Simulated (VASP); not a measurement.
Set up this calculation in VASP 6.6.1, as the native input.

| Quantity | Value |
| --- | --- |
| Task | relaxation of cell and atoms |
| Functional | PBEsol |
| Potentials or basis | VASP PAW PBE potentials, release 64 (Al, Ni) |
| Cutoff | 600 eV |
| k mesh | 12 × 12 × 8 |
| Occupations | gaussian, width 0.1 eV |
| Spin | no spin polarisation |
| Target pressure | -3 GPa |
| Dipole correction | no |
| Further INCAR settings | ALGO = Fast; EDIFF = 1e-06; IBRION = 2; EDIFFG = -0.008; NSW = 70; ISIF = 3 |

The structure of Al3Ni2 lies in POSCAR:

```
Al3Ni2
1.0
    4.0410396264      0.0000000000      0.0000000000
   -2.0205198132      3.4996429742      0.0000000000
    0.0000000000      0.0000000000      4.9054719104
Al Ni
3 2
Direct
    0.0000000000      0.0000000000      0.0000000000
    0.3333333333      0.6666666667      0.6477829058
    0.6666666667      0.3333333333      0.3522170942
    0.3333333333      0.6666666667      0.1455709071
    0.6666666667      0.3333333333      0.8544290929
```

The input as run:

INCAR

```
SYSTEM = Al3Ni2
  ALGO = Fast
  EDIFF = 1E-6
  EDIFFG = -0.008
  ENCUT = 600
  GGA = PS
  IBRION = 2
  ISIF = 3
  ISMEAR = 0
  LASPH = .True.
  LCHARG = .False.
  LREAL = .False.
  LWAVE = .False.
  NELM = 100
  NSW = 70
  PREC = Accurate
  PSTRESS = -30.0
  SIGMA = 0.1
```

KPOINTS

```
k-points
0
Gamma
  12 12 8
  0 0 0
```

Potentials or basis: VASP PAW PBE potentials, release 64 (Al, Ni).

Launch:

```bash
$ cat potpaw_PBE.64/Al/POTCAR potpaw_PBE.64/Ni/POTCAR > POTCAR
$ mpirun -np 1 vasp_std > vasp.out
```

Results of the run:

The relaxed volume is 13.80 Å³/atom. The relaxed cell is a = 4.035 Å, b = 4.035 Å, c = 4.896 Å, α = 90.00°, β = 90.00°, γ = 120.00°. The space group after relaxing (to 0.05 Å) is P-3m1 (No. 164), the energy change on relaxing (the enthalpy is what falls) is -1.5 meV/atom and the ionic steps are 8. The pressure after relaxing is -3.0 GPa. The largest force after relaxing is 0.003 eV/Å.

Caveat: the cell is relaxed towards a set pressure, so the enthalpy falls and the energy may rise; the PAW data sets were made with another functional, which shifts forces and pressure a little.

Wall time 18 min on 1 thread of Oxide Virtual Turin-like Processor, with other jobs on the host, peak memory 0.31 GiB.
